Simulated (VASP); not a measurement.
Here is a VASP 6.6.1 calculation.

File INCAR:

```
  PREC = Accurate
  ENCUT = 520
  EDIFF = 1E-7
  ISMEAR = 0
  SIGMA = 0.02
  LREAL = F
  LASPH = T
  NELM = 120
  ALGO = Normal
  ISIF = 2
  LWAVE = F
  LCHARG = F
  GGA = PE
  IBRION = 2
  NSW = 60
  EDIFFG = -0.002
  GGA_COMPAT = F
  NELMIN = 4
```

KPOINTS

```
Automatic mesh
0
Gamma
  9 9 9
```

The input POSCAR:

```
SiC
1.0
    0.0350379558      2.1920621084      2.1920621084
    2.1920621084      0.0350379558      2.1920621084
    2.1920621084      2.1920621084      0.0350379558
Si C
1 1
Direct
    0.0000000000      0.0000000000      0.0000000000
    0.2500000000      0.2500000000      0.2500000000
```

Potentials or basis: VASP PAW PBE potentials, release 64 (Si, C).

Command:

```sh
$ cat potpaw_PBE.64/Si/POTCAR potpaw_PBE.64/C/POTCAR > POTCAR
$ mpirun -np 1 vasp_std > vasp.out
```

**Question.** What does it give for the energy gained by relaxing?

**Answer.** 0.6 meV/atom.

**Question.** Predict the band gap on the k mesh.

**Answer.** 1.40 eV, indirect (least direct gap 4.47 eV).

Final structure:
```yaml
crystal:
  lattice:
    - [0.03504, 2.19206, 2.19206]
    - [2.19206, 0.03504, 2.19206]
    - [2.19206, 2.19206, 0.03504]
  atoms:
    - { symbol: Si, position: [0.00076, 0.00076, 0.00076] }
    - { symbol: C, position: [0.24924, 0.24924, 0.24924] }
```

Caveat: the cell differs from its parent crystal (strained cell). A k mesh can miss the band edges.
